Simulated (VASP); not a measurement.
Input of a VASP 6.6.1 run:

POSCAR

```
H
1.0
    1.6485318600     -2.7316882300      0.0000000000
    1.6485318600      2.7316882300      0.0000000000
    0.0000000000      0.0000000000      6.3137686200
H
4
Direct
    0.5678085000      0.4321915000      0.9995149500
    0.4321915000      0.5678085000      0.0004850500
    0.4321915000      0.5678085000      0.4995149500
    0.5678085000      0.4321915000      0.5004850500
```

File INCAR.step1:

```
SYSTEM = H
PREC = Accurate ; ENCUT = 520
ISMEAR = 0 ; SIGMA = 0.02
LREAL = .FALSE. ; LASPH = .TRUE.
NELM = 60 ; NBANDS = 10
GGA = PE ; ALGO = Normal
EDIFF = 1E-4 ; LWAVE = .TRUE.
LCHARG = .FALSE.
```

The input INCAR.step2:

```
SYSTEM = H
PREC = Accurate ; ENCUT = 520
EDIFF = 1E-6 ; ISMEAR = 0
SIGMA = 0.02 ; LREAL = .FALSE.
LASPH = .TRUE. ; NELM = 60
ALGO = Normal ; ISIF = 2
LWAVE = .FALSE. ; LCHARG = .TRUE.
METAGGA = R2SCAN ; LMIXTAU = .TRUE.
LELF = .TRUE. ; LVHAR = .TRUE.
NBANDS = 10 ; ISTART = 1
```

Contents of KPOINTS:

```
Automatic mesh
0
Gamma
  4 4 2
  0.5 0.5 0.5
```

Potentials or basis: VASP PAW PBE potentials, release 64 (H).

Command:

```bash
$ cat potpaw_PBE.64/H/POTCAR > POTCAR
$ cp INCAR.step1 INCAR
$ mpirun -np 1 vasp_std > vasp.out
$ cp INCAR.step2 INCAR
$ mpirun -np 1 vasp_std > vasp.out
```

Predict the pressure.

0.1 GPa.

Estimate the band gap on the k mesh.

9.93 eV.

What does it give for the largest force?

0.011 eV/Å.

Forces in eV/Å, atoms in the order of the input:
```
H    0.000 -0.011  0.000
H    0.000  0.011  0.000
H    0.000  0.011  0.000
H    0.000 -0.011  0.000
```

Caveat: the k points lie up to 0.56 Å⁻¹ apart; the PAW data sets were made with another functional, which shifts forces and pressure a little; a shifted mesh leaves out Γ, where band edges can lie. A k mesh can miss the band edges.
